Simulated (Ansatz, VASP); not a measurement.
## Ti in VASP and in Ansatz

Contents of INCAR:

```
SYSTEM = Ti
  PREC = Accurate
  ENCUT = 520
  EDIFF = 1E-7
  ISMEAR = 0
  SIGMA = 0.15
  LREAL = .FALSE.
  LASPH = .TRUE.
  NELM = 100
  ALGO = Fast
  ISIF = 2
  LWAVE = .FALSE.
  LCHARG = .FALSE.
  GGA = PE
  NBANDS = 19
```

File KPOINTS:

```
regular mesh
0
G
  24 24 14
  0 0 0
```

Contents of POSCAR:

```
Ti
1.0
    2.9384580613      0.0000000000      0.0000000000
   -1.4692290306      2.5447793290      0.0000000000
    0.0000000000      0.0000000000      4.2785832934
Ti
2
Direct
    0.3333333333      0.6666666667      0.2500000000
    0.6666666667      0.3333333333      0.7500000000
```

Input for Ansatz:

```yaml
crystal:
  lattice:
    - [2.9384580613, 0.0, 0.0]
    - [-1.4692290306, 2.544779329, 0.0]
    - [0.0, 0.0, 4.2785832934]
  atoms:
    - { symbol: Ti, position: [0.3333333333, 0.6666666667, 0.25] }
    - { symbol: Ti, position: [0.6666666667, 0.3333333333, 0.75] }
basis:
  ecutwfc: 420
kpoints:
  mp_grid: { grid: [24, 24, 14] }
hamiltonian:
  xc: pbe
scf:
  occupations: { method: gaussian, width: 0.15 }
output:
  forces: true
  stress: true
  eigenvalues: true
```

Change from the starting cell: strain +0.000 along x and y, -0.080 along z, atoms carried along.

Alike in both runs: task single point; functional PBE; k mesh 24 × 24 × 14; occupations gaussian, width 0.15 eV; no spin polarisation.

|  | VASP | Ansatz |
| --- | --- | --- |
| version | VASP 6.6.1 | Ansatz 0.2.0 |
| potentials or method | VASP PAW PBE potentials, release 64 (Ti_sv), cutoff 520 eV | scalar-relativistic, plane waves, PAW |
| valence electrons in the cell | 24 | 24 |

|  | VASP | Ansatz | Ansatz less VASP |
| --- | --- | --- | --- |
| gap on the k mesh at the Fermi level (eV) | none | none | - |
| pressure (GPa) | 10.7 | 11.2 | +0.52 |
| traceless stress, the component that is largest in VASP (GPa) | 6.79 | 6.81 | +0.016 |

A gap of «none» marks a metal or a gap that the smearing closes.
